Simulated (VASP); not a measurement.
Input of a VASP 6.6.1 run:

The input INCAR:

```
SYSTEM = Li2S
ALGO = Normal
EDIFF = 1E-7
EDIFFG = -0.002
ENCUT = 750
GGA = PS
GGA_COMPAT = .FALSE.
IBRION = 2
ISIF = 3
ISMEAR = 0
LASPH = .TRUE.
LCHARG = .FALSE.
LREAL = .FALSE.
LWAVE = .FALSE.
NELM = 120
NELMIN = 4
NSW = 100
PREC = Accurate
PSTRESS = -20.0
SIGMA = 0.01
```

File KPOINTS:

```
k-points
0
G
  8 8 8
  0 0 0
```

The input POSCAR:

```
Li2S
1.0
    2.8273111141      2.8273111141      0.0000000000
   -2.8273111141      2.8273111141      0.0000000000
    0.0000000000      2.8273111141      2.8273111141
Li S
2 1
Direct
    0.2500000000      0.7500000000      0.5000000000
    0.7500000000      0.2500000000      0.5000000000
    0.0000000000      0.0000000000      0.0000000000
```

Potentials or basis: VASP PAW PBE potentials, release 64 (Li_sv, S).

Command:

```console
$ cat potpaw_PBE.64/Li_sv/POTCAR potpaw_PBE.64/S/POTCAR > POTCAR
$ mpirun -np 1 vasp_std > vasp.out
```

Task: Estimate the relaxed volume.

Result: 15.86 Å³/atom.

Task: What does it give for the band gap on the k mesh?

Result: 3.24 eV, indirect (least direct gap 3.96 eV).

Final structure:
```
Li S
1.0
     2.87616    2.87616    0.00000
    -2.87616    2.87616    0.00000
     0.00000    2.87616    2.87616
Li S
2 1
Direct
  0.25000 0.75000 0.50000
  0.75000 0.25000 0.50000
  0.00000 0.00000 0.00000
```

Caveat: the cell is relaxed towards a set pressure, so the enthalpy falls and the energy may rise; the PAW data sets were made with another functional, which shifts forces and pressure a little. Zero-point motion and thermal expansion aren't in these numbers.
